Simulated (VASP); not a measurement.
A run of VASP 6.6.1 is set up as follows.

Contents of INCAR:

```
SYSTEM = Pt
ALGO = Normal ; EDIFF = 1E-6
ENCUT = 500 ; GGA = PE
GGA_COMPAT = .False. ; ISIF = 2
ISMEAR = -1 ; IVDW = 13
LASPH = .True. ; LCHARG = .True.
LELF = .True. ; LREAL = .False.
LVHAR = .True. ; LWAVE = .False.
NBANDS = 11 ; NELM = 120
PREC = Accurate ; SIGMA = 0.1
```

Contents of KPOINTS:

```
k-points
0
Gamma
  12 12 12
  0 0 0
```

Contents of POSCAR:

```
Pt
1.0
    0.0000000000      1.9678247708      1.9678247708
    1.9678247708      0.0000000000      1.9678247708
    1.9678247708      1.9678247708      0.0000000000
Pt
1
Direct
    0.0000000000      0.0000000000      0.0000000000
```

Potentials or basis: VASP PAW PBE potentials, release 64 (Pt).

Launch:

```console
$ cat potpaw_PBE.64/Pt/POTCAR > POTCAR
$ mpirun -np 1 vasp_std > vasp.out
```

Question: Predict the pressure.

Answer: -0.5 GPa.

Question: Predict the dispersion energy per atom.

Answer: -0.765 eV.
